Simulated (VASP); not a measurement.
# LiH4S2 (I4_1/amd) in VASP: single point with LDA

Aim: the single point of LiH4S2 with LDA.

Everything below comes from runs of VASP 6.6.1. Logs are shortened: lines on timing, memory, paths and dates and some standing lists are left out, and cuts for length are marked.

## (1) The cell of the first run

It takes space group I4_1/amd (No. 141, tetragonal). The conventional cell has a = 5.617 Å, b = 5.617 Å, c = 11.243 Å, α = 90.00°, β = 90.00°, γ = 90.00°. Within 3.4 Å of Li (site symmetry -4m2) lie 6 S at 2.56 to 2.82 Å and 8 H at 3.08 Å. Within 1.9 Å of S (site symmetry 2mm) lie 2 H at 1.44 Å. Within 1.9 Å of H (site symmetry m) lie 1 S at 1.44 Å and 1 H at 1.48 Å.

## (2) Single point, LDA

INCAR

```
PREC = Accurate ; ENCUT = 520
EDIFF = 1E-7 ; ISMEAR = -1
SIGMA = 0.0107 ; LREAL = False
LASPH = True ; NELM = 100
ALGO = Normal ; ISIF = 2
LWAVE = False ; LCHARG = False
GGA = CA ; NBANDS = 32
```

KPOINTS

```
Automatic mesh
0
Gamma
  5 5 5
```

POSCAR

```
LiH4S2
1.0
    0.0000000000      5.6172690000     -0.0000002498
    5.6172690000      0.0000000000     -0.0000002498
    2.8086342500      2.8086342500     -5.6213912498
Li S H
2 4 8
Direct
    0.0000000000      0.0000000000      0.0000000000
    0.7500000000      0.2500000000      0.5000000000
    0.2274042493      0.2274042493      0.5451915013
    0.9774042493      0.4774042493      0.0451915013
    0.5225957507      0.0225957507      0.9548084987
    0.7725957507      0.7725957507      0.4548084987
    0.8573826610      0.6800806523      0.6398386954
    0.4300806523      0.7527786437      0.1398386954
    0.5027786437      0.6800806523      0.6398386954
    0.4300806523      0.1073826610      0.1398386954
    0.8926173390      0.5699193477      0.8601613046
    0.3199193477      0.1426173390      0.3601613046
    0.2472213563      0.5699193477      0.8601613046
    0.3199193477      0.4972213563      0.3601613046
```

Potentials or basis: VASP PAW LDA potentials, release 64 (Li_sv, S, H).

Launch:

```console
> cat potpaw_LDA.64/Li_sv/POTCAR potpaw_LDA.64/S/POTCAR potpaw_LDA.64/H/POTCAR > POTCAR
> mpirun -np 1 vasp_std > vasp.out
```

OUTCAR:

```text
PREC = Accurate
   ENCUT = 520
   EDIFF = 1E-7
   ISMEAR = -1
   LREAL = False
   LASPH = True
   NELM = 100
   ISIF = 2
   GGA = CA

 ion  position               nearest neighbor table
   1  0.000  0.000  0.000-   3 2.56   6 2.56
   2  0.750  0.250  0.500-   4 2.56   5 2.56
   3  0.227  0.227  0.545-  12 1.44  14 1.44   1 2.56
   4  0.977  0.477  0.045-  11 1.44  13 1.44   2 2.56
   5  0.523  0.023  0.955-  10 1.44   8 1.44   2 2.56
   6  0.773  0.773  0.455-   7 1.44   9 1.44   1 2.56
   7  0.857  0.680  0.640-   6 1.44
   8  0.430  0.753  0.140-   5 1.44
   9  0.503  0.680  0.640-   6 1.44
  10  0.430  0.107  0.140-   5 1.44
  11  0.893  0.570  0.860-   4 1.44
  12  0.320  0.143  0.360-   3 1.44
  13  0.247  0.570  0.860-   4 1.44
  14  0.320  0.497  0.360-   3 1.44

  LATTYP: Found a body centered tetragonal cell.
 ALAT       =     5.6172690000
 C/A-ratio  =     2.0014676171

  Lattice vectors:

 A1 = (  -2.8086342500,   2.8086347500,   5.6213910000)
 A2 = (   2.8086347500,  -2.8086342500,   5.6213910000)
 A3 = (   2.8086342500,   2.8086342500,  -5.6213912498)

Analysis of symmetry for initial positions (statically):
=====================================================================
 Subroutine PRICEL returns:
 Original cell was already a primitive cell.

 Routine SETGRP: Setting up the symmetry group for a
 body centered tetragonal supercell.

 Subroutine GETGRP returns: Found 16 space group operations
 (whereof  8 operations were pure point group operations)
 out of a pool of 16 trial point group operations.

The static configuration has the point symmetry D_2d.
 The point group associated with its full space group is D_4h.

Analysis of symmetry for dynamics (positions and initial velocities):
=====================================================================
 Subroutine PRICEL returns:
 Original cell was already a primitive cell.

 Routine SETGRP: Setting up the symmetry group for a
 body centered tetragonal supercell.

 Subroutine GETGRP returns: Found 16 space group operations
 (whereof  8 operations were pure point group operations)
 out of a pool of 16 trial point group operations.

The dynamic configuration has the point symmetry D_2d.
 The point group associated with its full space group is D_4h.

 Subroutine INISYM returns: Found 16 space group operations
 (whereof  8 operations are pure point group operations),
 and found     1 'primitive' translations

----------------------------------------------------------------------------------------

                                     Primitive cell

  volume of cell :     177.3757

  direct lattice vectors                    reciprocal lattice vectors
     0.000000000  5.617269000 -0.000000250     0.000000004  0.178022456  0.088945949
     5.617269000  0.000000000 -0.000000250     0.178022456  0.000000004  0.088945949
     2.808634250  2.808634250 -5.621391250    -0.000000008 -0.000000008 -0.177891913

  length of vectors
     5.617269000  5.617269000  6.883087409     0.199005971  0.199005971  0.177891913

  position of ions in fractional coordinates (direct lattice)
     0.000000000  0.000000000  0.000000000
     0.750000000  0.250000000  0.500000000
     0.227404249  0.227404249  0.545191501
     0.977404249  0.477404249  0.045191501
     0.522595751  0.022595751  0.954808499
     0.772595751  0.772595751  0.454808499
     0.857382661  0.680080652  0.639838695
     0.430080652  0.752778644  0.139838695
     0.502778644  0.680080652  0.639838695
     0.430080652  0.107382661  0.139838695
     0.892617339  0.569919348  0.860161305
     0.319919348  0.142617339  0.360161305
     0.247221356  0.569919348  0.860161305
     0.319919348  0.497221356  0.360161305

  ion indices of the primitive-cell ions
   primitive index   ion index
                 1           1
                 2           2
                 3           3
                 4           4
                 5           5
                 6           6
                 7           7
                 8           8
                 9           9
                10          10
                11          11
                12          12
                13          13
                14          14

----------------------------------------------------------------------------------------

 KPOINTS: Automatic mesh

Automatic generation of k-mesh.
 Grid dimensions read from file:
 generate k-points for:    5    5    5

 Generating k-lattice:

  Cartesian coordinates                     Fractional coordinates (reciprocal lattice)
     0.000000001  0.035604491  0.017789190     0.200000000  0.000000000  0.000000000
     0.035604491  0.000000001  0.017789190     0.000000000  0.200000000  0.000000000
    -0.000000002 -0.000000002 -0.035578383     0.000000000  0.000000000  0.200000000

  Length of vectors
     0.039801194  0.039801194  0.035578383

  Shift w.r.t. Gamma in fractional coordinates (k-lattice)
     0.000000000  0.000000000  0.000000000

 Subroutine IBZKPT returns following result:
 ===========================================

 Found     18 irreducible k-points:

 Following reciprocal coordinates:
            Coordinates               Weight
  0.000000  0.000000  0.000000      1.000000
  0.200000 -0.000000 -0.000000      8.000000
  0.400000 -0.000000 -0.000000      8.000000
  0.200000  0.200000 -0.000000      8.000000
  0.400000  0.200000  0.000000     16.000000
 -0.400000  0.200000  0.000000     16.000000
[... 10 lines left out ...]
  0.000000  0.000000  0.400000      2.000000
 -0.200000  0.000000  0.400000      4.000000
   k-points           NKPTS =     18   k-points in BZ     NKDIM =     18   number of bands    NBANDS=     32
   number of dos      NEDOS =    301   number of ions     NIONS =     14
   total plane-waves  NPLWV =  95256
   dimension x,y,z NGX =    42 NGY =   42 NGZ =   54
   dimension x,y,z NGXF=    84 NGYF=   84 NGZF=  108
   ions per type =               2   4   8
   NGX,Y,Z   is equivalent  to a cutoff of  12.43, 12.43, 13.04 a.u.
   NGXF,Y,Z  is equivalent  to a cutoff of  24.86, 24.86, 26.09 a.u.
 SYSTEM =  unknown system
   PREC   = accura    normal or accurate (medium, high low for compatibility)
   ISTART =      0    job   : 0-new  1-cont  2-samecut
   ICHARG =      2    charge: 1-file 2-atom 10-const
   ISPIN  =      1    spin polarized calculation?
   LNONCOLLINEAR =      F non collinear calculations
   LSORBIT =      F    spin-orbit coupling
   LASPH  =      T    aspherical Exc in radial PAW
   ENCUT  =  520.0 eV  38.22 Ry    6.18 a.u.  10.44 10.44 12.80*2*pi/ulx,y,z
   NELM   =    100;   NELMIN=  2; NELMDL= -5     # of ELM steps
   EDIFF  = 0.1E-06   stopping-criterion for ELM
   LREAL  =      F    real-space projection
   EDIFFG = 0.1E-05   stopping-criterion for IOM
   NSW    =      0    number of steps for IOM
   IBRION =     -1    ionic relax: 0-MD 1-quasi-New 2-CG
   NFREE  =      0    steps in history (QN), initial steepest desc. (CG)
   ISIF   =      2    stress and relaxation
   ISYM   =      2    0-nonsym 1-usesym 2-fastsym
   POTIM  = 0.5000    time-step for ionic-motion
   TEBEG  =    0.0;   TEEND  =   0.0 temperature during run
   PSTRESS=    0.0 pullay stress
   NELECT =      38.0000    total number of electrons
   NUPDOWN=      -1.0000    fix difference up-down
   EMIN   =  10.00;   EMAX   =-10.00  energy-range for DOS
   EFERMI =   0.00;   METHOD = LEGACY
   ISMEAR =    -1;   SIGMA  =   0.01  broadening in eV -4-tet -1-fermi 0-gaus
   EFERMI_NEDOS =   21; number of points for ismear=-14 and -15
   IALGO  =     38    algorithm
   IMIX   =      4    mixing-type and parameters
     AMIX     =   0.40;   BMIX     =  1.00
     AMIX_MAG =   1.60;   BMIX_MAG =  1.00
  volume/ion in A,a.u.               =      12.67        85.50
  Fermi-wavevector in a.u.,A,eV,Ry     =   0.979576  1.851129 13.055720  0.959568
  Thomas-Fermi vector in A             =   2.110439
   LORBIT       =      0    0 simple, 1 ext, 2 COOP (PROOUT), +10 PAW based schemes
   GGA     = CA    functional components
   LHFCALC =     F    Hartree Fock is set to
   AEXX    =    0.0000 exact exchange contribution
   IVDW    =     0    specifies the selected vdW correction
   LEPSILON=     F    determine dielectric tensor
   LRPA    =     F    only Hartree local field effects (RPA)
 non-spin polarized calculation
  energy-cutoff  :      520.00
  volume of cell :      177.38
 maximum number of plane-waves:      4795
 NGX is ok and might be reduce to    42
   NGX = 21   NGY = 21   NGZ = 25

 number of electron      37.9999985 magnetization

 Free energy of the ion-electron system (eV)
  ---------------------------------------------------
  ext. energy  EPLUGINS =         0.00000000
  ---------------------------------------------------
  free energy    TOTEN  =       -51.63841261 eV

  energy without entropy =      -51.63510718  energy(sigma->0) =      -51.63675989

 E-fermi :   3.2182     XC(G=0):  -8.4752

 val. band max:        3.2176675081   @ k =   0.4000   0.4000   0.2000
 cond. band min:       3.2652948032   @ k =   0.0000   0.0000   0.4000
 fundamental gap:      0.0476272951
 Fermi energy:         3.2182242056

 k-point     1 :       0.0000    0.0000    0.0000
  band No.  band energies     occupation
      1     -43.7159      2.00000
      2     -43.7152      2.00000
      3     -12.8853      2.00000
      4     -12.1754      2.00000
      5     -11.9085      2.00000
      6     -11.9014      2.00000
[... 23 lines left out ...]
     30       9.0740      0.00000
     31       9.0740      0.00000
[... 546 lines left out ...]
  band No.  band energies     occupation
      1     -43.7156      2.00000
      2     -43.7155      2.00000
      3     -12.4567      2.00000
      4     -12.4277      2.00000
      5     -12.1006      2.00000
      6     -12.0002      2.00000
[... 23 lines left out ...]
     30       8.1040      0.00000
     31       8.2172      0.00000
 [bands above 31 left out]

------------------------ aborting loop because EDIFF is reached ----------------------------------------

  FORCE on cell =-STRESS in cart. coord.  units (eV):
  Direction    XX          YY          ZZ          XY          YZ          ZX
  --------------------------------------------------------------------------------------
  -------------------------------------------------------------------------------------
  Total       -3.5730487     -3.5730487      0.5722278      0.0000000      0.0000002      0.0000002
  in kB      -32.2741845    -32.2741845      5.1687469      0.0000000      0.0000017      0.0000017
  external PRESSURE =     -19.7932074 kB  Pullay stress =       0.0000000 kB

 VOLUME and BASIS-vectors are now :
 -----------------------------------------------------------------------------
  energy-cutoff  :      520.00
  volume of cell :      177.38
      direct lattice vectors                 reciprocal lattice vectors
     0.000000000  5.617269000 -0.000000250     0.000000004  0.178022456  0.088945949
     5.617269000  0.000000000 -0.000000250     0.178022456  0.000000004  0.088945949
     2.808634250  2.808634250 -5.621391250    -0.000000008 -0.000000008 -0.177891913

 POSITION                                       TOTAL-FORCE (eV/Angst)
 -----------------------------------------------------------------------------------
      0.00000      0.00000      0.00000         0.000000     -0.000000      0.000000
      2.80863      5.61727     -2.81070        -0.000000     -0.000000      0.000000
      2.80863      2.80863     -3.06473         0.000000      0.000000      0.059344
      2.80863      5.61727     -0.25404         0.000000      0.000000      0.059344
      2.80863      5.61727     -5.36735        -0.000000     -0.000000     -0.059344
      5.61727      5.61727     -2.55666        -0.000000     -0.000000     -0.059344
      5.61727      6.61322     -3.59678         0.000000     -0.031656      0.014683
      4.62132      2.80863     -0.78609         0.031656      0.000000      0.014683
      5.61727      4.62132     -3.59678         0.000000      0.031656      0.014683
      0.99595      2.80863     -0.78609        -0.031656      0.000000      0.014683
      5.61727      7.42995     -4.83530        -0.000000      0.031656     -0.014683
      1.81268      2.80863     -2.02461         0.031656     -0.000000     -0.014683
      5.61727      3.80459     -4.83530        -0.000000     -0.031656     -0.014683
      3.80459      2.80863     -2.02461        -0.031656     -0.000000     -0.014683
 -----------------------------------------------------------------------------------
    total drift:                                0.000000      0.000000     -0.000000

  FREE ENERGIE OF THE ION-ELECTRON SYSTEM (eV)
  ---------------------------------------------------
  free  energy   TOTEN  =       -51.6384126097 eV

  energy  without entropy=      -51.6351071768  energy(sigma->0) =      -51.63675989
```

It took 1.8 min on 1 thread of Intel Xeon Platinum 8375C at 2.90GHz (Ice Lake), shared host; peak memory 0.27 GiB.

Results:

| Property | Result |
| --- | --- |
| Free energy | -51.6384 eV |
| Largest force | 0.059 eV/Å |
| Band gap on the k mesh | zero (band 19 reaches 3.46 eV, above the bottom of band 20 at 2.98 eV) |

Forces in eV/Å, atoms in the order of the input:
```
Li   0.000  0.000  0.000
Li   0.000  0.000  0.000
S    0.000  0.000  0.059
S    0.000  0.000  0.059
S    0.000  0.000 -0.059
S    0.000  0.000 -0.059
H    0.000 -0.032  0.015
H    0.032  0.000  0.015
H    0.000  0.032  0.015
H   -0.032  0.000  0.015
H    0.000  0.032 -0.015
H    0.032  0.000 -0.015
H    0.000 -0.032 -0.015
H   -0.032  0.000 -0.015
```

Levels at points of the mesh, in eV from the Fermi level:
```
           k point  band 16  band 17  band 18  band 19  band 20  band 21  band 22  band 23
(0.00, 0.00, 0.00)    -4.79    -3.73    -3.73    -0.54     0.70     0.70     1.50     1.59
```

Caveat: the cutoff is under 1.25 times the usual one of these potentials, so pressure, stress and relaxed cells hold a basis-set (Pulay) error.
